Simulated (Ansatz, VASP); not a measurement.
**C in VASP and in Ansatz**

The input POSCAR:

```
C
1.0
    0.0000000000      1.5429626004      1.5429626004
    1.5429626004      0.0000000000      1.5429626004
    1.5429626004      1.5429626004      0.0000000000
C
1
Direct
    0.0000000000      0.0000000000      0.0000000000
```

File INCAR.step1:

```
PREC = Accurate ; ENCUT = 520
ISMEAR = -1 ; SIGMA = 0.03
LREAL = False ; LASPH = True
NELM = 60 ; NBANDS = 8
GGA = PE ; ALGO = Normal
EDIFF = 1E-4 ; LWAVE = True
LCHARG = False
```

File INCAR.step2:

```
PREC = Accurate ; ENCUT = 520
EDIFF = 1E-8 ; ISMEAR = -1
SIGMA = 0.03 ; LREAL = False
LASPH = True ; NELM = 60
ALGO = Normal ; ISIF = 2
LWAVE = False ; LCHARG = False
METAGGA = R2SCAN ; LMIXTAU = True
LEFG = True ; NBANDS = 8
ISTART = 1
```

KPOINTS

```
regular mesh
0
Gamma
  16 16 16
```

Input for Ansatz:

```yaml
crystal:
  lattice:
    - [0.0, 1.5429626004, 1.5429626004]
    - [1.5429626004, 0.0, 1.5429626004]
    - [1.5429626004, 1.5429626004, 0.0]
  atoms:
    - { symbol: C, position: [0.0, 0.0, 0.0] }
kpoints:
  mp_grid: { grid: [16, 16, 16] }
  band_path:
    path:
      - [0.0, 0.0, 0.0]
      - [0.5, 0.0, 0.5]
      - [0.625, 0.25, 0.625]
      - [0.375, 0.375, 0.75]
      - [0.0, 0.0, 0.0]
      - [0.5, 0.5, 0.5]
      - [0.5, 0.25, 0.75]
      - [0.5, 0.0, 0.5]
    npoints: 5
scf:
  occupations: { method: fermi_dirac, width: 0.03 }
hamiltonian:
  xc: r2scan
  pseudopotentials: { kind: paw }
output:
  forces: true
  stress: true
  eigenvalues: true
  efg: { contact_densities: true }
```

Alike in both runs: task electric field gradients; functional r2SCAN; k mesh 16 × 16 × 16; occupations fermi-dirac, width 0.03 eV; no spin polarisation.

```csv
,VASP,Ansatz
version,VASP 6.6.1,Ansatz 0.2.0
potentials or method,"VASP PAW PBE potentials, release 64 (C)","PAW with Ansatz's default frozen-core files, scalar-relativistic"
plane-wave cutoff (eV),520,500
valence electrons in the cell,4,4
```

```tsv
	VASP	Ansatz	Ansatz less VASP
pressure (GPa)	2.1	1.9	-0.13
```

VASP's potentials were made for PBE, not for r2SCAN. The functional is the same, so the differences come from potentials, cutoffs and numerics.
